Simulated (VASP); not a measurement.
# AgCl (F-43m) in VASP: notebook, part 2 of 2

VASP 6.6.1.

### Step 3. Single point, PBE-based screened hybrid

File POSCAR:

```
AgCl
1.0
    0.0000000000      2.9932461729      2.9932461729
    2.9932461729      0.0000000000      2.9932461729
    2.9932461729      2.9932461729      0.0000000000
Ag Cl
1 1
Direct
    0.0000000000      0.0000000000      0.0000000000
    0.2500000000      0.2500000000      0.2500000000
```

File INCAR.step1:

```
SYSTEM = AgCl
PREC = Accurate
ENCUT = 520
EDIFF = 1E-5
ISMEAR = 0
SIGMA = 0.01
LREAL = .False.
LASPH = .True.
NELM = 80
ALGO = Normal
ISIF = 2
LWAVE = .True.
GGA = PE
NBANDS = 16
```

File INCAR.step2:

```
SYSTEM = AgCl
PREC = Accurate
ENCUT = 520
EDIFF = 1E-6
ISMEAR = 0
SIGMA = 0.01
LREAL = .False.
LASPH = .True.
NELM = 80
ALGO = Normal
ISIF = 2
LWAVE = .False.
LCHARG = .True.
GGA = PE
LHFCALC = .True.
AEXX = 0.5
HFSCREEN = 0.2078
PRECFOCK = Normal
LELF = .True.
LVHAR = .True.
ISTART = 1
NBANDS = 16
```

File KPOINTS:

```
Automatic mesh
0
Gamma
  4 4 4
  0 0 0
```

Potentials or basis: VASP PAW PBE potentials, release 64 (Ag, Cl).

The run is started by

```console
> cat potpaw_PBE.64/Ag/POTCAR potpaw_PBE.64/Cl/POTCAR > POTCAR
> cp INCAR.step1 INCAR
> mpirun -np 1 vasp_std > vasp.out
> cp INCAR.step2 INCAR
> mpirun -np 1 vasp_std > vasp.out
```

OUTCAR:

```text
SYSTEM = AgCl
   PREC = Accurate
   ENCUT = 520
   EDIFF = 1E-6
   ISMEAR = 0
   LREAL = .False.
   LASPH = .True.
   NELM = 80
   ISIF = 2
   GGA = PE
   LHFCALC = .True.
   AEXX = 0.5
   HFSCREEN = 0.2078
   PRECFOCK = Normal
   ISTART = 1

 ion  position               nearest neighbor table
   1  0.000  0.000  0.000-   2 2.59   2 2.59   2 2.59   2 2.59
   2  0.250  0.250  0.250-   1 2.59   1 2.59   1 2.59   1 2.59

  LATTYP: Found a face centered cubic cell.
 ALAT       =     5.9864923458

  Lattice vectors:

 A1 = (   0.0000000000,   2.9932461729,   2.9932461729)
 A2 = (   2.9932461729,   0.0000000000,   2.9932461729)
 A3 = (   2.9932461729,   2.9932461729,   0.0000000000)

Analysis of symmetry for initial positions (statically):
=====================================================================
 Subroutine PRICEL returns:
 Original cell was already a primitive cell.

 Routine SETGRP: Setting up the symmetry group for a
 face centered cubic supercell.

 Subroutine GETGRP returns: Found 24 space group operations
 (whereof 24 operations were pure point group operations)
 out of a pool of 48 trial point group operations.

The static configuration has the point symmetry T_d .

Analysis of symmetry for dynamics (positions and initial velocities):
=====================================================================
 Subroutine PRICEL returns:
 Original cell was already a primitive cell.

 Routine SETGRP: Setting up the symmetry group for a
 face centered cubic supercell.

 Subroutine GETGRP returns: Found 24 space group operations
 (whereof 24 operations were pure point group operations)
 out of a pool of 48 trial point group operations.

The dynamic configuration has the point symmetry T_d .

 Subroutine INISYM returns: Found 24 space group operations
 (whereof 24 operations are pure point group operations),
[... 103 lines left out ...]
   LORBIT       =      0    0 simple, 1 ext, 2 COOP (PROOUT), +10 PAW based schemes
   GGA     = PE    functional components
   LHFCALC =     T    Hartree Fock is set to
   PRECFOCK=normal    Normal, Fast or Accurate (Low or Medium for compatibility)
   ENCUT4O =  -1.0   cutoff for four orbital integrals eV
   NKREDX  =     1    reduce k-point grid by
   NKREDY  =     1    reduce k-point grid by
   NKREDZ  =     1    reduce k-point grid by
   AEXX    =    0.5000 exact exchange contribution
   HFSCREEN=    0.2078 screening length (either q_TF or 0.3 A-1)
   HFSCREENC=   0.2078 screening length for correlation (either q_TF or 0.3 A-1)
   ENCUTFOCK=  -1.0 apply spherical cutoff to Coloumb kernel
   IVDW    =     0    specifies the selected vdW correction
   LEPSILON=     F    determine dielectric tensor
   LRPA    =     F    only Hartree local field effects (RPA)
 non-spin polarized calculation
 Gauss-broadening in eV      SIGMA  =   0.01
  energy-cutoff  :      520.00
  volume of cell :       53.64
 maximum number of plane-waves:      1459
  NGX = 24; NGY = 24; NGZ = 24

 number of electron      17.9999995 magnetization

 Free energy of the ion-electron system (eV)
  ---------------------------------------------------
  ext. energy  EPLUGINS =         0.00000000
  ---------------------------------------------------
  free energy    TOTEN  =        -8.02525567 eV

  energy without entropy =       -8.02525567  energy(sigma->0) =       -8.02525567

 E-fermi :  -0.2502     XC(G=0):  -5.6315

 val. band max:       -0.2960136984   @ k =   0.0000   0.0000   0.0000
 cond. band min:       3.9061748559   @ k =   0.0000   0.0000   0.0000
 fundamental gap:      4.2021885544
 Fermi energy:        -0.2501507470

 k-point     1 :       0.0000    0.0000    0.0000
  band No.  band energies     occupation
      1     -17.3434      2.00000
      2      -5.0588      2.00000
      3      -5.0588      2.00000
      4      -5.0588      2.00000
      5      -3.2363      2.00000
      6      -3.2363      2.00000
[... 129 lines left out ...]
      3      -4.3377      2.00000
      4      -4.3060      2.00000
      5      -3.3087      2.00000
      6      -2.8902      2.00000
[... 8 lines left out ...]
     15      16.3276      0.00000
     16      16.9406      0.00000

------------------------ aborting loop because EDIFF is reached ----------------------------------------

  FORCE on cell =-STRESS in cart. coord.  units (eV):
  Direction    XX          YY          ZZ          XY          YZ          ZX
  --------------------------------------------------------------------------------------
  -------------------------------------------------------------------------------------
  Total        0.3075103      0.3075103      0.3075103      0.0000000      0.0000000      0.0000000
  in kB        9.1857138      9.1857138      9.1857138      0.0000000      0.0000000      0.0000000
  external PRESSURE =       9.1857138 kB  Pullay stress =       0.0000000 kB

 VOLUME and BASIS-vectors are now :
 -----------------------------------------------------------------------------
  energy-cutoff  :      520.00
  volume of cell :       53.64
      direct lattice vectors                 reciprocal lattice vectors
     0.000000000  2.993246173  2.993246173    -0.167042726  0.167042726  0.167042726
     2.993246173  0.000000000  2.993246173     0.167042726 -0.167042726  0.167042726
     2.993246173  2.993246173  0.000000000     0.167042726  0.167042726 -0.167042726

 POSITION                                       TOTAL-FORCE (eV/Angst)
 -----------------------------------------------------------------------------------
      0.00000      0.00000      0.00000        -0.000000     -0.000000     -0.000000
      1.49662      1.49662      1.49662         0.000000      0.000000      0.000000
 -----------------------------------------------------------------------------------
    total drift:                                0.000048      0.000183      0.000025

  FREE ENERGIE OF THE ION-ELECTRON SYSTEM (eV)
  ---------------------------------------------------
  free  energy   TOTEN  =        -8.0252556709 eV

  energy  without entropy=       -8.0252556709  energy(sigma->0) =       -8.02525567
```

OUTCAR.step1:

```text
SYSTEM = AgCl
   PREC = Accurate
   ENCUT = 520
   EDIFF = 1E-5
   ISMEAR = 0
   LREAL = .False.
   LASPH = .True.
[... 354 lines left out ...]
      0.00000      0.00000      0.00000        -0.000000      0.000000     -0.000000
      1.49662      1.49662      1.49662         0.000000     -0.000000      0.000000
 -----------------------------------------------------------------------------------
    total drift:                               -0.000000     -0.000000      0.000000

  FREE ENERGIE OF THE ION-ELECTRON SYSTEM (eV)
  ---------------------------------------------------
  free  energy   TOTEN  =        -5.4410744424 eV

  energy  without entropy=       -5.4410744424  energy(sigma->0) =       -5.44107444
```

OSZICAR.step1:

```text
N       E                     dE             d eps       ncg     rms          rms(c)
DAV:   1     0.984271285052E+02    0.98427E+02   -0.82386E+03   264   0.977E+02
DAV:   2    -0.175390785961E+01   -0.10018E+03   -0.93555E+02   320   0.213E+02
DAV:   3    -0.559993115737E+01   -0.38460E+01   -0.38384E+01   344   0.441E+01
DAV:   4    -0.563002680971E+01   -0.30096E-01   -0.30095E-01   320   0.423E+00
DAV:   5    -0.563051776737E+01   -0.49096E-03   -0.49095E-03   328   0.531E-01    0.564E+00
DAV:   6    -0.544396507244E+01    0.18655E+00   -0.27933E-01   304   0.663E+00    0.392E+00
DAV:   7    -0.544074972364E+01    0.32153E-02   -0.10850E-01   296   0.212E+00    0.198E+00
DAV:   8    -0.544064719438E+01    0.10253E-03   -0.58517E-03   272   0.789E-01    0.273E-01
DAV:   9    -0.544086798494E+01   -0.22079E-03   -0.78558E-04   304   0.363E-01    0.436E-02
DAV:  10    -0.544106156365E+01   -0.19358E-03   -0.24442E-04   256   0.111E-01    0.394E-02
DAV:  11    -0.544107374735E+01   -0.12184E-04   -0.13052E-05   312   0.241E-02    0.542E-03
DAV:  12    -0.544107444235E+01   -0.69500E-06   -0.59788E-07   208   0.544E-03
   1 F= -.54410744E+01 E0= -.54410744E+01  d E =-.242182E-15
```

Wall time 7.6 min (1 thread of Intel Xeon Platinum 8488C (Sapphire Rapids), shared host); peak memory 0.28 GiB.

Results:

| Quantity | Value |
| --- | --- |
| Free energy | -8.0253 eV |
| Pressure | 0.9 GPa |
| Band gap on the k mesh | 4.20 eV, direct |

Caveat: the k points lie up to 0.45 Å⁻¹ apart; the PAW data sets were made with another functional, which shifts forces and pressure a little.

### Step 4. Single point, PBE-based screened hybrid

POSCAR is that of step 3.

File INCAR.step1:

```
SYSTEM = AgCl
  PREC = Accurate
  ENCUT = 520
  EDIFF = 1E-5
  ISMEAR = 0
  SIGMA = 0.01
  LREAL = .False.
  LASPH = .True.
  NELM = 80
  ALGO = Normal
  ISIF = 2
  LWAVE = .True.
  LCHARG = .False.
  NBANDS = 16
  GGA = PE
```

File INCAR.step2:

```
SYSTEM = AgCl
  PREC = Accurate
  ENCUT = 520
  EDIFF = 1E-6
  ISMEAR = 0
  SIGMA = 0.01
  LREAL = .False.
  LASPH = .True.
  NELM = 80
  ALGO = Normal
  ISIF = 2
  LWAVE = .False.
  LCHARG = .False.
  GGA = PE
  LHFCALC = .True.
  AEXX = 0.35
  HFSCREEN = 0.2078
  PRECFOCK = Normal
  NBANDS = 16
  ISTART = 1
```

KPOINTS is that of step 3.

The run is started by

```console
> cat potpaw_PBE.64/Ag/POTCAR potpaw_PBE.64/Cl/POTCAR > POTCAR
> cp INCAR.step1 INCAR
> mpirun -np 1 vasp_std > vasp.out
> cp INCAR.step2 INCAR
> mpirun -np 1 vasp_std > vasp.out
```

Wall time 5.7 min (1 thread of Intel Xeon Platinum 8488C (Sapphire Rapids), shared host); peak memory 0.27 GiB.

Results (log left out):

```yaml
Free_energy: -7.2012 eV
Pressure: 0.9 GPa
Band_gap_on_the_k_mesh: 3.30 eV, direct
```

Levels at points of the mesh, in eV from the valence-band top:
```tsv
k point	band 5	band 6	band 7	band 8	band 9	band 10	band 11	band 12	band 13	band 14
(0.00, 0.00, 0.00)	-2.70	-2.70	0.00	0.00	0.00	3.30	10.35	10.35	10.35	15.02
(0.50, 0.00, 0.00)	-2.63	-2.63	-2.54	-0.65	-0.65	5.97	8.80	10.65	10.65	14.09
(0.50, 0.50, 0.00)	-2.63	-2.55	-2.05	-1.60	-1.60	6.69	7.86	10.73	13.17	13.17
```

Caveat: the k points lie up to 0.45 Å⁻¹ apart; the PAW data sets were made with another functional, which shifts forces and pressure a little.

### Step 5. Summary

```tsv
level	share of exact exchange	screening parameter	gap on the mesh (eV)	pressure (GPa)
PBE-based global hybrid	0.75	-	8.00	0.5
PBE-based screened hybrid	0.5	0.2078 1/Å	4.20	0.9
PBE-based screened hybrid	0.35	0.2078 1/Å	3.30	0.9
```

Alike in all rows: task single point; potentials or basis VASP PAW PBE potentials, release 64 (Ag, Cl); no spin polarisation; cell as given; k mesh 4 × 4 × 4; cutoff (eV) 520; smearing gaussian 0.01 eV.

Caveats: all runs use coarse meshes; the PAW data sets were made with another functional, which shifts forces and pressure a little.

Absolute energies hang on the potentials; compare differences alone.
